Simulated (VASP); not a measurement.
A run of VASP 6.6.1:

INCAR

```
SYSTEM = NaH
  PREC = Accurate
  ENCUT = 520
  EDIFF = 1E-6
  ISMEAR = 0
  SIGMA = 0.01
  LREAL = .FALSE.
  LASPH = .TRUE.
  NELM = 60
  ALGO = Normal
  ISIF = 2
  LWAVE = .FALSE.
  LCHARG = .FALSE.
  GGA = PS
  NBANDS = 11
```

File KPOINTS:

```
regular mesh
0
G
  8 8 8
  0 0 0
```

Contents of POSCAR:

```
NaH
1.0
    2.2410442664      2.2410442664      0.0000000000
   -2.2410442664      2.2410442664      0.0000000000
    0.0000000000      2.2410442664      2.2410442664
Na H
1 1
Direct
    0.0000000000      0.0000000000      0.0000000000
    0.5000000000      0.5000000000      0.0000000000
```

Potentials or basis: VASP PAW PBE potentials, release 64 (Na_pv, H).

Command:

```bash
$ cat potpaw_PBE.64/Na_pv/POTCAR potpaw_PBE.64/H/POTCAR > POTCAR
$ mpirun -np 1 vasp_std > vasp.out
```

Hardware: 1 thread of AMD EPYC 7R13 (shared host).

Question: How long does it take, and how much memory?

Answer: Run time: 15 s on 1 thread of AMD EPYC 7R13, on a shared host, peak memory 0.1 GiB. Counts: scf iterations 11, k points 29.
